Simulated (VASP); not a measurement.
Write the native input for VASP 6.6.1 that does the following.

| Item | Value |
| --- | --- |
| Task | single point |
| Functional | LDA |
| Potentials or basis | VASP PAW LDA potentials, release 64 (Ce, Te) |
| Cutoff | 520 eV |
| k mesh | 8 × 8 × 8 |
| Occupations | fermi-dirac, width 0.1 eV |
| Spin | collinear spin, ferromagnetic start |
| Starting moments | [0.7, 0.0] μB |
| Dipole correction | no |
| Further INCAR settings | ALGO = Normal; EDIFF = 1e-06; NBANDS = 20 |

The structure of CeTe lies in POSCAR:

```
CeTe
1.0
    3.7551061301      0.0000000000      0.0000000000
    0.0000000000      3.7551061301      0.0000000000
    0.0000000000      0.0000000000      3.7551061301
Ce Te
1 1
Direct
    0.0000000000      0.0000000000      0.0000000000
    0.5000000000      0.5000000000      0.5000000000
```

The input as run:

INCAR

```
SYSTEM = CeTe
  ALGO = Normal
  EDIFF = 1E-6
  ENCUT = 520
  GGA = CA
  ISIF = 2
  ISMEAR = -1
  ISPIN = 2
  LASPH = .True.
  LCHARG = .True.
  LELF = .True.
  LMAXMIX = 6
  LORBIT = 11
  LREAL = .False.
  LVHAR = .True.
  LWAVE = .False.
  MAGMOM = 0.7 0
  NBANDS = 20
  NELM = 150
  PREC = Accurate
  SIGMA = 0.1
```

KPOINTS

```
k-points
0
Gamma
  8 8 8
  0 0 0
```

Potentials or basis: VASP PAW LDA potentials, release 64 (Ce, Te).

Launch:

```console
$ cat potpaw_LDA.64/Ce/POTCAR potpaw_LDA.64/Te/POTCAR > POTCAR
$ mpirun -np 1 vasp_std > vasp.out
```

It gave:

```yaml
Pressure: 0.5 GPa
Net_moment: 1.06 μB per cell
Site_moments: Ce +0.93; Te -0.02 μB
Valence_electrons_inside_the_program's_atomic_spheres: Ce 9.73; Te 3.52
```

Caveat: the magnetic or orbital state may not be the lowest.

Wall time 96 s on 1 thread of Intel Xeon 8259CL, on a shared host, peak memory 0.21 GiB.
